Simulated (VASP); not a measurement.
# Al18H in VASP: further runs

Runs on Al18H. Level: PBE. Tasks: single point.

All numbers are computed with VASP 6.6.1; they aren't measurements. Logs are shortened: lines on timing, memory, paths and dates and some standing lists are left out, and cuts for length are marked.

### 1 The cell of the first run

The cell holds a slab with vacuum, 19 atoms: a = 12.150 Å, b = 5.728 Å, c = 14.864 Å, α = 90.00°, β = 90.00°, γ = 90.00°.

### 2 Single point, PBE

INCAR

```
PREC = Accurate
ENCUT = 520
EDIFF = 1E-6
ISMEAR = 0
SIGMA = 0.05
LREAL = Auto
LASPH = T
NELM = 60
ALGO = Normal
ISIF = 2
LWAVE = F
LCHARG = F
GGA = PE
NBANDS = 42
```

KPOINTS

```
Automatic mesh
0
Gamma
  2 3 1
```

POSCAR

```
Al18H
1.0
   12.1500000000      0.0000000000      0.0000000000
    0.0000000000      5.7275650000      0.0000000000
    0.0000000000      0.0000000000     14.8637820000
Al H
18 1
Direct
    0.0000000000      0.0000000000      0.0672776000
    0.3333333000      0.0000000000      0.0672776000
    0.6666667000      0.0000000000      0.0672776000
    0.0000000000      0.5000000000      0.0672776000
    0.3333333000      0.5000000000      0.0672776000
    0.6666667000      0.5000000000      0.0672776000
    0.1665849346      0.2500073308      0.1619800724
    0.4969718406      0.2499725065      0.1602143387
    0.8365011711      0.2500298805      0.1595487987
    0.1665735115      0.7500046748      0.1612724741
    0.4981503707      0.7499459051      0.1568391407
    0.8352237496      0.7500044325      0.1563829761
   -0.0037257072     -0.0020553658      0.2571862509
    0.3366325539     -0.0019489453      0.2571430339
    0.6671689623      0.0147866903      0.2563765054
   -0.0036988469      0.5019492770      0.2572010920
    0.3365991984      0.5019880505      0.2571366425
    0.6672090497      0.4854097605      0.2564012880
    0.6670795975      0.7501716721      0.3229738908
```

Potentials or basis: VASP PAW PBE potentials, release 64 (Al, H).

The run is started by

```sh
$ cat potpaw_PBE.64/Al/POTCAR potpaw_PBE.64/H/POTCAR > POTCAR
$ mpirun -np 1 vasp_std > vasp.out
```

OUTCAR:

```text
PREC = Accurate
   ENCUT = 520
   EDIFF = 1E-6
   ISMEAR = 0
   LREAL = Auto
   LASPH = T
   NELM = 60
   ISIF = 2
   GGA = PE

 ion  position               nearest neighbor table
   1  0.000  0.000  0.067-  12 2.80   9 2.81  13 2.82  10 2.85   7 2.85   4 2.86   4 2.86
   2  0.333  0.000  0.067-  11 2.80   8 2.81  14 2.82  10 2.85   7 2.85   5 2.86   5 2.86
   3  0.667  0.000  0.067-  15 2.81  12 2.83  11 2.83   9 2.86   6 2.86   6 2.86   8 2.87
   4  0.000  0.500  0.067-  12 2.80   9 2.81  16 2.82  10 2.85   7 2.85   1 2.86   1 2.86
   5  0.333  0.500  0.067-  11 2.80   8 2.81  17 2.82  10 2.85   7 2.85   2 2.86   2 2.86
   6  0.667  0.500  0.067-  18 2.81  12 2.83  11 2.83   9 2.86   3 2.86   3 2.86   8 2.87
   7  0.167  0.250  0.162-   4 2.85   1 2.85   5 2.85   2 2.85  10 2.86  10 2.86  17 2.89  14 2.89
                            16 2.89  13 2.89
   8  0.497  0.250  0.160-   2 2.81   5 2.81  14 2.82  17 2.82  15 2.85  18 2.85  11 2.86  11 2.86
                             3 2.87   6 2.87
   9  0.837  0.250  0.160-   4 2.81   1 2.81  16 2.82  13 2.82  15 2.85  18 2.85   6 2.86   3 2.86
                            12 2.86  12 2.86
  10  0.167  0.750  0.161-   1 2.85   4 2.85   2 2.85   5 2.85   7 2.86   7 2.86  17 2.88  14 2.88
                            13 2.89  16 2.89
  11  0.498  0.750  0.157-   5 2.80   2 2.80   6 2.83   3 2.83  17 2.84  14 2.84   8 2.86   8 2.86
                            18 2.95  15 2.95
  12  0.835  0.750  0.156-   1 2.80   4 2.80   3 2.83   6 2.83  13 2.84  16 2.85   9 2.86   9 2.86
                            18 2.95  15 2.95
  13  0.996  0.998  0.257-   9 2.82   1 2.82  16 2.84  12 2.84  10 2.89  16 2.89   7 2.89
  14  0.337  0.998  0.257-   8 2.82   2 2.82  17 2.84  11 2.84  10 2.88  17 2.89   7 2.89
  15  0.667  0.015  0.256-  19 1.81  18 2.70   3 2.81   9 2.85   8 2.85  12 2.95  11 2.95  18 3.03

  16  0.996  0.502  0.257-   9 2.82   4 2.82  13 2.84  12 2.85  10 2.89  13 2.89   7 2.89
  17  0.337  0.502  0.257-   8 2.82   5 2.82  14 2.84  11 2.84  10 2.88  14 2.89   7 2.89
  18  0.667  0.485  0.256-  19 1.81  15 2.70   6 2.81   9 2.85   8 2.85  12 2.95  11 2.95  15 3.03

  19  0.667  0.750  0.323-  15 1.81  18 1.81

  LATTYP: Found a simple orthorhombic cell.
 ALAT       =     5.7275650000
 B/A-ratio  =     2.1213203167
 C/A-ratio  =     2.5951310897

  Lattice vectors:

 A1 = (   0.0000000000,  -5.7275650000,   0.0000000000)
 A2 = (  12.1500000000,   0.0000000000,   0.0000000000)
 A3 = (   0.0000000000,   0.0000000000,  14.8637820000)

Analysis of symmetry for initial positions (statically):
=====================================================================
 Subroutine PRICEL returns:
 Original cell was already a primitive cell.

 Routine SETGRP: Setting up the symmetry group for a
 simple orthorhombic supercell.

 Subroutine GETGRP returns: Found  1 space group operations
 (whereof  1 operations were pure point group operations)
 out of a pool of  8 trial point group operations.

The static configuration has the point symmetry C_1 .

Analysis of symmetry for dynamics (positions and initial velocities):
=====================================================================
 Subroutine PRICEL returns:
 Original cell was already a primitive cell.

 Routine SETGRP: Setting up the symmetry group for a
 simple orthorhombic supercell.

 Subroutine GETGRP returns: Found  1 space group operations
 (whereof  1 operations were pure point group operations)
 out of a pool of  8 trial point group operations.

The dynamic configuration has the point symmetry C_1 .

 Subroutine INISYM returns: Found  1 space group operations
 (whereof  1 operations are pure point group operations),
 and found     1 'primitive' translations

----------------------------------------------------------------------------------------

                                     Primitive cell

  volume of cell :    1034.3693

  direct lattice vectors                    reciprocal lattice vectors
    12.150000000  0.000000000  0.000000000     0.082304527  0.000000000  0.000000000
     0.000000000  5.727565000  0.000000000     0.000000000  0.174594265  0.000000000
     0.000000000  0.000000000 14.863782000     0.000000000  0.000000000  0.067277628

  length of vectors
    12.150000000  5.727565000 14.863782000     0.082304527  0.174594265  0.067277628

  position of ions in fractional coordinates (direct lattice)
     0.000000000  0.000000000  0.067277600
     0.333333300  0.000000000  0.067277600
     0.666666700  0.000000000  0.067277600
     0.000000000  0.500000000  0.067277600
     0.333333300  0.500000000  0.067277600
     0.666666700  0.500000000  0.067277600
[... 11 lines left out ...]
     0.667209050  0.485409760  0.256401288
     0.667079597  0.750171672  0.322973891

  ion indices of the primitive-cell ions
   primitive index   ion index
                 1           1
                 2           2
                 3           3
[... 47 lines left out ...]
 SYSTEM =  unknown system
   PREC   = accura    normal or accurate (medium, high low for compatibility)
   ISTART =      0    job   : 0-new  1-cont  2-samecut
   ICHARG =      2    charge: 1-file 2-atom 10-const
   ISPIN  =      1    spin polarized calculation?
   LNONCOLLINEAR =      F non collinear calculations
   LSORBIT =      F    spin-orbit coupling
   LASPH  =      T    aspherical Exc in radial PAW
   ENCUT  =  520.0 eV  38.22 Ry    6.18 a.u.  22.59 10.65 27.64*2*pi/ulx,y,z
   NELM   =     60;   NELMIN=  2; NELMDL= -5     # of ELM steps
   EDIFF  = 0.1E-05   stopping-criterion for ELM
   LREAL  =      T    real-space projection
   EDIFFG = 0.1E-04   stopping-criterion for IOM
   NSW    =      0    number of steps for IOM
   IBRION =     -1    ionic relax: 0-MD 1-quasi-New 2-CG
   NFREE  =      0    steps in history (QN), initial steepest desc. (CG)
   ISIF   =      2    stress and relaxation
   ISYM   =      2    0-nonsym 1-usesym 2-fastsym
   POTIM  = 0.5000    time-step for ionic-motion
   TEBEG  =    0.0;   TEEND  =   0.0 temperature during run
   PSTRESS=    0.0 pullay stress
   NELECT =      55.0000    total number of electrons
   NUPDOWN=      -1.0000    fix difference up-down
   EMIN   =  10.00;   EMAX   =-10.00  energy-range for DOS
   EFERMI =   0.00;   METHOD = LEGACY
   ISMEAR =     0;   SIGMA  =   0.05  broadening in eV -4-tet -1-fermi 0-gaus
   EFERMI_NEDOS =   21; number of points for ismear=-14 and -15
   IALGO  =     38    algorithm
   IMIX   =      4    mixing-type and parameters
     AMIX     =   0.40;   BMIX     =  1.00
     AMIX_MAG =   1.60;   BMIX_MAG =  1.00
  volume/ion in A,a.u.               =      54.44       367.38
  Fermi-wavevector in a.u.,A,eV,Ry     =   0.615607  1.163329  5.156234  0.378973
  Thomas-Fermi vector in A             =   1.673038
   LORBIT       =      0    0 simple, 1 ext, 2 COOP (PROOUT), +10 PAW based schemes
   GGA     = PE    functional components
   LHFCALC =     F    Hartree Fock is set to
   AEXX    =    0.0000 exact exchange contribution
   IVDW    =     0    specifies the selected vdW correction
   LEPSILON=     F    determine dielectric tensor
   LRPA    =     F    only Hartree local field effects (RPA)
 non-spin polarized calculation
 Gauss-broadening in eV      SIGMA  =   0.05
  energy-cutoff  :      520.00
  volume of cell :     1034.37
 maximum number of plane-waves:     27867
   NGX = 45   NGY = 21   NGZ = 55

 number of electron      54.9999999 magnetization

 Free energy of the ion-electron system (eV)
  ---------------------------------------------------
  ext. energy  EPLUGINS =         0.00000000
  ---------------------------------------------------
  free energy    TOTEN  =       -62.51557089 eV

  energy without entropy =      -62.50198943  energy(sigma->0) =      -62.50878016

 E-fermi :  -0.5332     XC(G=0):  -4.3233

 val. band max:       -0.5669063492   @ k =   0.0000   0.3333   0.0000
 cond. band min:      -0.4912688787   @ k =   0.5000   0.3333   0.0000
 fundamental gap:      0.0756374705
 Fermi energy:        -0.5332173852

 k-point     1 :       0.0000    0.0000    0.0000
  band No.  band energies     occupation
      1     -10.2237      2.00000
      2      -9.2605      2.00000
      3      -9.2546      2.00000
      4      -7.1925      2.00000
      5      -6.3418      2.00000
      6      -6.1967      2.00000
[... 31 lines left out ...]
     38       1.7276      0.00000
     39       1.7474      0.00000
[... 124 lines left out ...]
     38       1.5880      0.00000
     39       1.7886      0.00000
 [bands above 39 left out]

------------------------ aborting loop because EDIFF is reached ----------------------------------------

  FORCE on cell =-STRESS in cart. coord.  units (eV):
  Direction    XX          YY          ZZ          XY          YZ          ZX
  --------------------------------------------------------------------------------------
  -------------------------------------------------------------------------------------
  Total      -16.5360000     -9.1587125     -0.0896073     -0.0003161     -0.0006312     -0.0159882
  in kB      -25.6132929    -14.1863077     -0.1387964     -0.0004896     -0.0009777     -0.0247648
  external PRESSURE =     -13.3127990 kB  Pullay stress =       0.0000000 kB

 VOLUME and BASIS-vectors are now :
 -----------------------------------------------------------------------------
  energy-cutoff  :      520.00
  volume of cell :     1034.37
      direct lattice vectors                 reciprocal lattice vectors
    12.150000000  0.000000000  0.000000000     0.082304527  0.000000000  0.000000000
     0.000000000  5.727565000  0.000000000     0.000000000  0.174594265  0.000000000
     0.000000000  0.000000000 14.863782000     0.000000000  0.000000000  0.067277628

 POSITION                                       TOTAL-FORCE (eV/Angst)
 -----------------------------------------------------------------------------------
      0.00000      0.00000      1.00000         0.079479      0.000756     -0.034130
      4.05000      0.00000      1.00000        -0.071341      0.003500     -0.027160
      8.10000      0.00000      1.00000        -0.005733      0.189516      0.065102
      0.00000      2.86378      1.00000         0.079629     -0.000667     -0.033869
      4.05000      2.86378      1.00000        -0.071553     -0.003528     -0.027656
      8.10000      2.86378      1.00000        -0.005841     -0.189743      0.065235
[... 11 lines left out ...]
      8.10659      2.78022      3.81109        -0.002274      0.003258     -0.005083
      8.10502      4.29666      4.80061        -0.002205     -0.000335     -0.003879
 -----------------------------------------------------------------------------------
    total drift:                               -0.000120     -0.000085     -0.000556

  FREE ENERGIE OF THE ION-ELECTRON SYSTEM (eV)
  ---------------------------------------------------
  free  energy   TOTEN  =       -62.5155708866 eV

  energy  without entropy=      -62.5019894294  energy(sigma->0) =      -62.50878016
```

Run time: 3.2 min. Hardware: 1 thread of AMD EPYC 9R45 (Zen 5), shared host; peak memory 0.86 GiB.

Results:

- Free energy: -62.5156 eV
- Largest force: 0.201 eV/Å

Forces on the atoms (eV/Å):
```
Al   0.079  0.001 -0.034
Al  -0.071  0.004 -0.027
Al  -0.006  0.190  0.065
Al   0.080 -0.001 -0.034
Al  -0.072 -0.004 -0.028
Al  -0.006 -0.190  0.065
Al  -0.002  0.000  0.002
Al   0.005  0.001 -0.002
Al  -0.006  0.000  0.000
Al   0.000  0.000  0.004
Al   0.006  0.000  0.006
Al  -0.006  0.000  0.007
Al   0.004 -0.001 -0.003
Al  -0.002 -0.003 -0.002
Al  -0.001 -0.004 -0.004
Al   0.003  0.003 -0.003
Al  -0.001  0.002 -0.001
Al  -0.002  0.003 -0.005
H   -0.002  0.000 -0.004
```

Levels at points of the mesh, in eV from the Fermi level:
```csv
k point,band 23,band 24,band 25,band 26,band 27,band 28,band 29,band 30,band 31,band 32
"(0.00, 0.00, 0.00)",-1.46,-1.42,-1.25,-1.09,-1.04,-0.99,-0.57,-0.56,0.10,0.80
"(0.50, 0.00, 0.00)",-1.29,-1.24,-1.17,-0.78,-0.10,0.06,0.12,0.37,0.42,0.82
```

Caveat: the k points lie up to 0.37 Å⁻¹ apart.

### 3 Single point, PBE

INCAR

```
PREC = Accurate ; ENCUT = 520
EDIFF = 1E-6 ; ISMEAR = 0
SIGMA = 0.05 ; LREAL = Auto
LASPH = T ; NELM = 100
ALGO = Normal ; ISIF = 2
LWAVE = F ; LCHARG = F
GGA = PE ; NBANDS = 42
```

KPOINTS

```
regular mesh
0
Gamma
  2 3 1
```

POSCAR

```
Al18H
1.0
   12.1500000000      0.0000000000      0.0000000000
    0.0000000000      5.7275650000      0.0000000000
    0.0000000000      0.0000000000     14.8637820000
Al H
18 1
Direct
    0.0000000000      0.0000000000      0.0672776283
    0.3333333333      0.0000000000      0.0672776283
    0.6666666667      0.0000000000      0.0672776283
    0.0000000000      0.5000000873      0.0672776283
    0.3333333333      0.5000000873      0.0672776283
    0.6666666667      0.5000000873      0.0672776283
    0.1665849383      0.2500072893      0.1619800398
    0.4969718519      0.2499725451      0.1602143385
    0.8365011523      0.2500298120      0.1595488282
    0.1665734979      0.7500045831      0.1612724810
    0.4981503704      0.7499459194      0.1568391544
    0.8352237860      0.7500044085      0.1563830121
   -0.0037256790     -0.0020553237      0.2571862262
    0.3366325103     -0.0019489958      0.2571430340
    0.6671689712      0.0147867375      0.2563765400
   -0.0036988477      0.5019492577      0.2572010946
    0.3365991770      0.5019880176      0.2571366426
    0.6672090535      0.4854097684      0.2564012981
    0.6670795885      0.7501716698      0.3229738569
```

Potentials or basis: VASP PAW PBE potentials, release 64 (Al, H).

The run is started by

```sh
$ cat potpaw_PBE.64/Al/POTCAR potpaw_PBE.64/H/POTCAR > POTCAR
$ mpirun -np 1 vasp_std > vasp.out
```

It took 3.3 min on 1 thread of AMD EPYC 9R45 (Zen 5), shared host; peak memory 0.86 GiB.

Results (log left out):

```
Free energy   : -62.5156 eV
Largest force : 0.201 eV/Å
```

Forces in eV/Å, atoms in the order of the input:
```
Al   0.079  0.001 -0.034
Al  -0.071  0.004 -0.027
Al  -0.006  0.190  0.065
Al   0.080 -0.001 -0.034
Al  -0.072 -0.004 -0.028
Al  -0.006 -0.190  0.065
Al  -0.002  0.000  0.002
Al   0.005  0.001 -0.002
Al  -0.006  0.000  0.000
Al   0.000  0.000  0.004
Al   0.006  0.000  0.006
Al  -0.006  0.000  0.007
Al   0.004 -0.001 -0.003
Al  -0.002 -0.003 -0.002
Al  -0.001 -0.004 -0.004
Al   0.003  0.003 -0.003
Al  -0.001  0.002 -0.001
Al  -0.002  0.003 -0.005
H   -0.002  0.000 -0.004
```

Levels at points of the mesh, in eV from the Fermi level:
```
           k point  band 24  band 25  band 26  band 27  band 28  band 29  band 30  band 31
(0.00, 0.00, 0.00)    -1.42    -1.25    -1.09    -1.04    -0.99    -0.57    -0.56     0.10
(0.50, 0.00, 0.00)    -1.24    -1.17    -0.78    -0.10     0.06     0.12     0.37     0.42
```

Caveat: the k points lie up to 0.37 Å⁻¹ apart.

### 4 Single point, PBE

INCAR

```
PREC     = Accurate       # precision mode
ENCUT    = 400            # plane-wave cutoff, eV
EDIFF    = 1E-6           # SCF threshold, eV
ISMEAR   = 0              # smearing method
SIGMA    = 0.05           # smearing width, eV
LREAL    = F              # projectors in reciprocal space
LASPH    = T              # aspherical terms in the spheres
NELM     = 120            # most SCF steps
ALGO     = Normal         # electronic algorithm
ISIF     = 2              # what is computed and relaxed
LWAVE    = F              # write WAVECAR
LCHARG   = F              # write CHGCAR
GGA      = PE             # functional
NBANDS   = 42             # bands
GGA_COMPAT= F            
NELMDL   = -8
```

KPOINTS

```
Automatic mesh
0
Gamma
  1 1 1
```

POSCAR is that of step 3.

The run is started by

```sh
$ cat potpaw_PBE.64/Al/POTCAR potpaw_PBE.64/H/POTCAR > POTCAR
$ mpirun -np 1 vasp_gam > vasp.out
```

It took 2.3 min on 1 thread of Intel Xeon 8259CL, shared host; peak memory 0.63 GiB.

It converged, with:

```
Free energy   : -62.5494 eV
Largest force : 0.983 eV/Å
```

Forces in eV/Å, atoms in the order of the input:
```
Al   0.035 -0.050  0.709
Al  -0.034 -0.047  0.720
Al   0.001 -0.252  0.949
Al   0.035  0.050  0.710
Al  -0.034  0.047  0.720
Al   0.001  0.252  0.950
Al   0.004  0.000  0.086
Al  -0.074  0.001  0.060
Al   0.073 -0.001  0.070
Al   0.005  0.000 -0.061
Al  -0.244  0.001 -0.088
Al   0.244  0.000 -0.090
Al  -0.027  0.064 -0.759
Al   0.028  0.061 -0.758
Al  -0.006  0.368 -0.546
Al  -0.027 -0.063 -0.759
Al   0.028 -0.061 -0.758
Al  -0.007 -0.368 -0.547
H   -0.001 -0.001 -0.607
```

Levels at points of the mesh, in eV from the Fermi level:
```csv
k point,band 24,band 25,band 26,band 27,band 28,band 29,band 30,band 31,band 32,band 33
"(0.00, 0.00, 0.00)",-0.61,-0.46,-0.22,-0.03,-0.02,0.09,0.15,1.06,1.40,2.06
```

Caveat: the k points lie up to 1.10 Å⁻¹ apart.

### 5 Single point, PBE

INCAR

```
SYSTEM = Al18H
  ALGO = Normal
  EDIFF = 1E-6
  ENCUT = 400
  GGA = PE
  GGA_COMPAT = .False.
  ISIF = 2
  ISMEAR = 0
  LASPH = .True.
  LCHARG = .False.
  LREAL = .False.
  LWAVE = .False.
  NBANDS = 42
  NELM = 120
  NELMDL = -8
  PREC = Accurate
  SIGMA = 0.05
```

KPOINTS

```
k-points
0
Gamma
  1 1 1
  0 0 0
```

POSCAR

```
Al18H
1.0
   12.1500000000      0.0000000000      0.0000000000
    0.0000000000      5.7275650000      0.0000000000
    0.0000000000      0.0000000000     14.8637820000
Al H
18 1
Direct
    0.0000000000      0.0000000000      0.0672776283
    0.3333333333      0.0000000000      0.0672776283
    0.6666666667      0.0000000000      0.0672776283
    0.0000000000      0.5000000873      0.0672776283
    0.3333333333      0.5000000873      0.0672776283
    0.6666666667      0.5000000873      0.0672776283
    0.1665734979      0.2500046704      0.1612724810
    0.4981503704      0.2499458321      0.1568391544
    0.8352237860      0.2500044958      0.1563830121
    0.1665849383      0.7500073766      0.1619800398
    0.4969718519      0.7499724578      0.1602143385
    0.8365011523      0.7500298993      0.1595488282
   -0.0036988477      0.0019493450      0.2572010946
    0.3365991770      0.0019881049      0.2571366426
    0.6672090535     -0.0145903189      0.2564012981
   -0.0037256790      0.4979445890      0.2571862262
    0.3366325103      0.4980510915      0.2571430340
    0.6671689712      0.5147866502      0.2563765400
    0.6670795885      1.2501715825      0.3229738569
```

The run is started by

```sh
$ cat potpaw_PBE.64/Al/POTCAR potpaw_PBE.64/H/POTCAR > POTCAR
$ mpirun -np 1 vasp_gam > vasp.out
```

Wall time 2.7 min (1 thread of Intel Xeon 8259CL, shared host); peak memory 0.63 GiB.

Results (log left out):

| Quantity | Value |
| --- | --- |
| Free energy | -62.5494 eV |
| Largest force | 0.983 eV/Å |

Forces on the atoms (eV/Å):
```
Al   0.035  0.050  0.710
Al  -0.034  0.047  0.720
Al   0.001  0.252  0.950
Al   0.035 -0.050  0.709
Al  -0.034 -0.047  0.720
Al   0.001 -0.252  0.949
Al   0.005  0.000 -0.061
Al  -0.244  0.001 -0.088
Al   0.244  0.000 -0.090
Al   0.004  0.000  0.086
Al  -0.074  0.001  0.060
Al   0.073 -0.001  0.070
Al  -0.027 -0.063 -0.759
Al   0.028 -0.061 -0.758
Al  -0.007 -0.368 -0.547
Al  -0.027  0.064 -0.759
Al   0.028  0.061 -0.758
Al  -0.006  0.368 -0.546
H   -0.001 -0.001 -0.607
```

Levels at points of the mesh, in eV from the Fermi level:
| k point | band 25 | band 26 | band 27 | band 28 | band 29 | band 30 | band 31 | band 32 |
| --- | --- | --- | --- | --- | --- | --- | --- | --- |
| (0.00, 0.00, 0.00) | -0.46 | -0.22 | -0.03 | -0.02 | 0.09 | 0.15 | 1.06 | 1.40 |

Caveat: the k points lie up to 1.10 Å⁻¹ apart.
